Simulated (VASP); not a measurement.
Ta:

```
Ta
1.0
     2.94867    0.00000    0.00000
    -1.47433    2.55362    0.00000
     0.00000    0.00000    4.81616
Ta
2
Direct
  0.33333 0.66667 0.75000
  0.66667 0.33333 0.25000
```

This isn't the form of Ta at room conditions, which is bcc.

```yaml
Program: VASP 6.6.1
Task: relaxation of cell and atoms
Functional: PBE
Potentials_or_basis: VASP PAW PBE potentials, release 64 (Ta_pv)
Cutoff: 600 eV
k_mesh: 8 × 8 × 4
Occupations: gaussian, width 0.05 eV
Spin: no spin polarisation
```

At the start: pressure 5.8 GPa; volume 18.13 Å³/atom.

Question: Where does the relaxation end?

Answer: Over 8 steps the energy falls by 59.8 meV/atom and the volume is 18.73 Å³/atom (+3.3 %); space group P6_3/mmc (No. 194, to 0.1 Å) before and after.

The path:
```
step  energy change (eV)  largest force (eV/Å)  pressure (GPa)  volume (Å³)
   1              0.0000                0.0000            5.84        36.26
   2             -0.0396                0.0000          -10.43        39.77
   3             -0.0847                0.0000           -4.53        38.26
   4             -0.0883                0.0000            3.23        37.08
   5             -0.1189                0.0000           -0.93        37.67
   6             -0.1189                0.0000           -0.87        37.66
   7             -0.1189                0.0000            1.07        37.25
   8             -0.1196                0.0000            0.08        37.46
```

Final structure:
```
CELL_PARAMETERS angstrom
2.90022 0.00000 0.00000
-1.45011 2.51166 0.00000
0.00000 0.00000 5.14208
ATOMIC_POSITIONS crystal
Ta 0.33333 0.66667 0.75000
Ta 0.66667 0.33333 0.25000
```
